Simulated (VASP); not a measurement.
# Li2Rh (P-3m1) in VASP: further runs, part 2 of 2

VASP 6.6.1. The steps go on from the part before.

### 3 Single point, PBE (14.28 Å³/atom)

This run uses another cell than the first one, of 14.28 Å³/atom.

INCAR

```
ALGO     = Fast           # electronic algorithm
EDIFF    = 1E-6           # SCF threshold, eV
ENCUT    = 520            # plane-wave cutoff, eV
GGA      = PE             # functional
ISIF     = 2              # what is computed and relaxed
ISMEAR   = 0              # smearing method
LASPH    = True           # aspherical terms in the spheres
LCHARG   = False          # write CHGCAR
LREAL    = False          # projectors in reciprocal space
LWAVE    = False          # write WAVECAR
NBANDS   = 18             # bands
NELM     = 80             # most SCF steps
PREC     = Accurate       # precision mode
SIGMA    = 0.1            # smearing width, eV
```

KPOINTS

```
k-points
0
Gamma
  18 18 8
```

POSCAR

```
Li2Rh
1.0
    2.7038964166      0.0000000287      0.0000000000
   -1.3519482332      2.3416429717      0.0000000000
    0.0000000000      0.0000000000      6.7675041608
Li Rh
2 1
Direct
    0.3333333333      0.6666666667      0.3044073149
    0.6666666667      0.3333333333      0.6955926851
    0.0000000000      0.0000000000      0.0000000000
```

Potentials or basis: VASP PAW PBE potentials, release 64 (Li_sv, Rh_pv).

Command:

```bash
cat potpaw_PBE.64/Li_sv/POTCAR potpaw_PBE.64/Rh_pv/POTCAR > POTCAR
mpirun -np 1 vasp_std > vasp.out
```

OUTCAR:

```text
EDIFF = 1E-6
   ENCUT = 520
   GGA = PE
   ISIF = 2
   ISMEAR = 0
   LASPH = True
   LREAL = False
   NELM = 80
   PREC = Accurate

 ion  position               nearest neighbor table
   1  0.333  0.667  0.304-   3 2.58   3 2.58   3 2.58
   2  0.667  0.333  0.696-   3 2.58   3 2.58   3 2.58
   3  0.000  0.000  0.000-   1 2.58   2 2.58   2 2.58   1 2.58   2 2.58   1 2.58

  LATTYP: Found a hexagonal cell.
 ALAT       =     2.7038964166
 C/A-ratio  =     2.5028710861

  Lattice vectors:

 A1 = (   2.7038964166,   0.0000000287,   0.0000000000)
 A2 = (  -1.3519482332,   2.3416429717,   0.0000000000)
 A3 = (   0.0000000000,   0.0000000000,   6.7675041608)

Analysis of symmetry for initial positions (statically):
=====================================================================
 Subroutine PRICEL returns:
 Original cell was already a primitive cell.

 Routine SETGRP: Setting up the symmetry group for a
 hexagonal supercell.

 Subroutine GETGRP returns: Found 12 space group operations
 (whereof 12 operations were pure point group operations)
 out of a pool of 24 trial point group operations.

The static configuration has the point symmetry D_3d.

Analysis of symmetry for dynamics (positions and initial velocities):
=====================================================================
 Subroutine PRICEL returns:
 Original cell was already a primitive cell.

 Routine SETGRP: Setting up the symmetry group for a
 hexagonal supercell.

 Subroutine GETGRP returns: Found 12 space group operations
 (whereof 12 operations were pure point group operations)
 out of a pool of 24 trial point group operations.

The dynamic configuration has the point symmetry D_3d.

 Subroutine INISYM returns: Found 12 space group operations
 (whereof 12 operations are pure point group operations),
 and found     1 'primitive' translations

----------------------------------------------------------------------------------------

                                     Primitive cell

  volume of cell :      42.8489

  direct lattice vectors                    reciprocal lattice vectors
     2.703896417  0.000000029  0.000000000     0.369836650  0.213525295  0.000000000
    -1.351948233  2.341642972  0.000000000    -0.000000005  0.427050582  0.000000000
     0.000000000  0.000000000  6.767504161     0.000000000  0.000000000  0.147764963

  length of vectors
     2.703896417  2.703896417  6.767504161     0.427050582  0.427050582  0.147764963

  position of ions in fractional coordinates (direct lattice)
     0.333333333  0.666666667  0.304407315
     0.666666667  0.333333333  0.695592685
     0.000000000  0.000000000  0.000000000

  ion indices of the primitive-cell ions
   primitive index   ion index
                 1           1
                 2           2
                 3           3

----------------------------------------------------------------------------------------

 KPOINTS: k-points

Automatic generation of k-mesh.
 Grid dimensions read from file:
 generate k-points for:   18   18    8

 Generating k-lattice:

  Cartesian coordinates                     Fractional coordinates (reciprocal lattice)
     0.020546481  0.011862516  0.000000000     0.055555556  0.000000000  0.000000000
    -0.000000000  0.023725032  0.000000000     0.000000000  0.055555556  0.000000000
     0.000000000  0.000000000  0.018470620     0.000000000  0.000000000  0.125000000

  Length of vectors
     0.023725032  0.023725032  0.018470620

  Shift w.r.t. Gamma in fractional coordinates (k-lattice)
     0.000000000  0.000000000  0.000000000

 Subroutine IBZKPT returns following result:
 ===========================================

 Found    266 irreducible k-points:

 Following reciprocal coordinates:
            Coordinates               Weight
  0.000000  0.000000  0.000000      1.000000
  0.055556 -0.000000  0.000000      6.000000
  0.111111 -0.000000  0.000000      6.000000
  0.166667 -0.000000  0.000000      6.000000
  0.222222  0.000000  0.000000      6.000000
  0.277778  0.000000  0.000000      6.000000
[... 16 lines left out ...]
  0.333333  0.111111  0.000000     12.000000
  0.388889  0.111111  0.000000     12.000000
 [... further k-points ...]
   k-points           NKPTS =    266   k-points in BZ     NKDIM =    266   number of bands    NBANDS=     18
   number of dos      NEDOS =    301   number of ions     NIONS =      3
   total plane-waves  NPLWV =  20000
   dimension x,y,z NGX =    20 NGY =   20 NGZ =   50
   dimension x,y,z NGXF=    40 NGYF=   40 NGZF=  100
   ions per type =               2   1
   NGX,Y,Z   is equivalent  to a cutoff of  12.30, 12.30, 12.28 a.u.
   NGXF,Y,Z  is equivalent  to a cutoff of  24.59, 24.59, 24.57 a.u.
 SYSTEM =  unknown system
   PREC   = accura    normal or accurate (medium, high low for compatibility)
   ISTART =      0    job   : 0-new  1-cont  2-samecut
   ICHARG =      2    charge: 1-file 2-atom 10-const
   ISPIN  =      1    spin polarized calculation?
   LNONCOLLINEAR =      F non collinear calculations
   LSORBIT =      F    spin-orbit coupling
   LASPH  =      T    aspherical Exc in radial PAW
   ENCUT  =  520.0 eV  38.22 Ry    6.18 a.u.   5.03  5.03 12.58*2*pi/ulx,y,z
   NELM   =     80;   NELMIN=  2; NELMDL= -5     # of ELM steps
   EDIFF  = 0.1E-05   stopping-criterion for ELM
   LREAL  =      F    real-space projection
   EDIFFG = 0.1E-04   stopping-criterion for IOM
   NSW    =      0    number of steps for IOM
   IBRION =     -1    ionic relax: 0-MD 1-quasi-New 2-CG
   NFREE  =      0    steps in history (QN), initial steepest desc. (CG)
   ISIF   =      2    stress and relaxation
   ISYM   =      2    0-nonsym 1-usesym 2-fastsym
   POTIM  = 0.5000    time-step for ionic-motion
   TEBEG  =    0.0;   TEEND  =   0.0 temperature during run
   PSTRESS=    0.0 pullay stress
   NELECT =      21.0000    total number of electrons
   NUPDOWN=      -1.0000    fix difference up-down
   EMIN   =  10.00;   EMAX   =-10.00  energy-range for DOS
   EFERMI =   0.00;   METHOD = LEGACY
   ISMEAR =     0;   SIGMA  =   0.10  broadening in eV -4-tet -1-fermi 0-gaus
   EFERMI_NEDOS =   21; number of points for ismear=-14 and -15
   IALGO  =     68    algorithm
   IMIX   =      4    mixing-type and parameters
     AMIX     =   0.40;   BMIX     =  1.00
     AMIX_MAG =   1.60;   BMIX_MAG =  1.00
  volume/ion in A,a.u.               =      14.28        96.39
  Fermi-wavevector in a.u.,A,eV,Ry     =   1.290728  2.439123 22.667029  1.665980
  Thomas-Fermi vector in A             =   2.422542
   LORBIT       =      0    0 simple, 1 ext, 2 COOP (PROOUT), +10 PAW based schemes
   GGA     = PE    functional components
   LHFCALC =     F    Hartree Fock is set to
   AEXX    =    0.0000 exact exchange contribution
   IVDW    =     0    specifies the selected vdW correction
   LEPSILON=     F    determine dielectric tensor
   LRPA    =     F    only Hartree local field effects (RPA)
 non-spin polarized calculation
 RMM-DIIS sequential band-by-band and
 Gauss-broadening in eV      SIGMA  =   0.10
  energy-cutoff  :      520.00
  volume of cell :       42.85
 maximum number of plane-waves:      1176
   NGX =  9   NGY =  9   NGZ = 25

 number of electron      20.9999991 magnetization

 Free energy of the ion-electron system (eV)
  ---------------------------------------------------
  ext. energy  EPLUGINS =         0.00000000
  ---------------------------------------------------
  free energy    TOTEN  =       -11.45120608 eV

  energy without entropy =      -11.44085713  energy(sigma->0) =      -11.44603160

 E-fermi :   4.5422     XC(G=0):  -9.8420

 val. band max:        4.5315668391   @ k =   0.3889  -0.0000   0.0000
 cond. band min:       4.5429163781   @ k =   0.0000   0.3333   0.2500
 fundamental gap:      0.0113495390
 Fermi energy:         4.5422136885

 k-point     1 :       0.0000    0.0000    0.0000
  band No.  band energies     occupation
      1     -41.2411      2.00000
      2     -41.1654      2.00000
      3     -41.0916      2.00000
      4     -41.0916      2.00000
      5     -40.9764      2.00000
      6      -1.0950      2.00000
[... 10 lines left out ...]
     17      21.9402      0.00000
     18      21.9565      0.00000
[... 463 lines left out ...]
 k-point    24 :       0.3889    0.1111    0.0000
  band No.  band energies     occupation
      1     -41.5937      2.00000
      2     -41.2563      2.00000
      3     -41.1190      2.00000
      4     -41.1088      2.00000
      5     -40.9755      2.00000
      6       0.4242      2.00000
[... 10 lines left out ...]
     17      15.7802      0.00000
     18      16.7851      0.00000

 [... further k-points ...]
[... 5 lines left out ...]
  --------------------------------------------------------------------------------------
  -------------------------------------------------------------------------------------
  Total        0.4179419      0.4179419      0.4300688     -0.0000000      0.0000000     -0.0000000
  in kB       15.6274194     15.6274194     16.0808604     -0.0000000      0.0000000     -0.0000000
  external PRESSURE =      15.7785664 kB  Pullay stress =       0.0000000 kB

 VOLUME and BASIS-vectors are now :
 -----------------------------------------------------------------------------
  energy-cutoff  :      520.00
  volume of cell :       42.85
      direct lattice vectors                 reciprocal lattice vectors
     2.703896417  0.000000029  0.000000000     0.369836650  0.213525295  0.000000000
    -1.351948233  2.341642972  0.000000000    -0.000000005  0.427050582  0.000000000
     0.000000000  0.000000000  6.767504161     0.000000000  0.000000000  0.147764963

 POSITION                                       TOTAL-FORCE (eV/Angst)
 -----------------------------------------------------------------------------------
     -0.00000      1.56110      2.06008         0.000000     -0.000000      0.003701
      1.35195      0.78055      4.70743         0.000000      0.000000     -0.003701
      0.00000      0.00000      0.00000        -0.000000      0.000000      0.000000
 -----------------------------------------------------------------------------------
    total drift:                               -0.000000     -0.000000     -0.000000

  FREE ENERGIE OF THE ION-ELECTRON SYSTEM (eV)
  ---------------------------------------------------
  free  energy   TOTEN  =       -11.4512060816 eV

  energy  without entropy=      -11.4408571259  energy(sigma->0) =      -11.44603160
```

It took 5.9 min on 1 thread of Intel Xeon 8259CL, shared host; peak memory 0.3 GiB.

Results:

* Free energy: -11.4512 eV
* Largest force: 0.004 eV/Å
* Band gap on the k mesh: zero (an odd number of electrons rules out a gap without spin polarisation)

Forces in eV/Å, atoms in the order of the input:
```
Li   0.000  0.000  0.004
Li   0.000  0.000 -0.004
Rh   0.000  0.000  0.000
```

Levels at points of the mesh, in eV from the Fermi level:
| k point | band 8 | band 9 | band 10 | band 11 | band 12 | band 13 |
| --- | --- | --- | --- | --- | --- | --- |
| (0.00, 0.00, 0.00) | -1.93 | -1.93 | -1.52 | -1.01 | 0.16 | 0.16 |
| (0.50, 0.00, 0.00) | -1.63 | -0.52 | 0.99 | 1.37 | 2.38 | 2.88 |
| (0.00, 0.00, 0.50) | -2.99 | -1.93 | -1.93 | 0.16 | 0.16 | 0.52 |
| (0.50, 0.00, 0.50) | -1.51 | -0.52 | 0.48 | 1.37 | 2.48 | 2.95 |

Caveat: the cutoff is under 1.25 times the usual one of these potentials, so pressure, stress and relaxed cells hold a basis-set (Pulay) error.
